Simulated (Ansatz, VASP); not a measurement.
**CdSe: VASP beside Ansatz**

```
CELL_PARAMETERS angstrom
0.00000 2.74892 2.74892
2.74892 0.00000 2.74892
2.74892 2.74892 0.00000
ATOMIC_POSITIONS crystal
Cd 0.00000 0.00000 0.00000
Se 0.50000 0.50000 0.50000
```

Alike in both runs: task single point; functional PBE; k mesh 12 × 12 × 12; occupations gaussian, width 0.1 eV; no spin polarisation.

```csv
,VASP,Ansatz
version,VASP 6.6.1,Ansatz 0.2.0
potentials or method,"VASP PAW PBE potentials, release 64 (Cd, Se), cutoff 520 eV","scalar-relativistic, plane waves, PAW"
valence electrons in the cell,18,36
```

|  | VASP | Ansatz | Ansatz less VASP |
| --- | --- | --- | --- |
| gap on the k mesh at the Fermi level (eV) | none | none | - |
| pressure (GPa) | 11.0 | 10.5 | -0.59 |

A gap of «none» marks a metal or a gap that the smearing closes. With one functional, cell and mesh, what is left measures potentials, basis and numerics. VASP's potentials hold 18 valence electrons a cell and Ansatz's 36, so a difference there can come from the potentials and not from the codes.
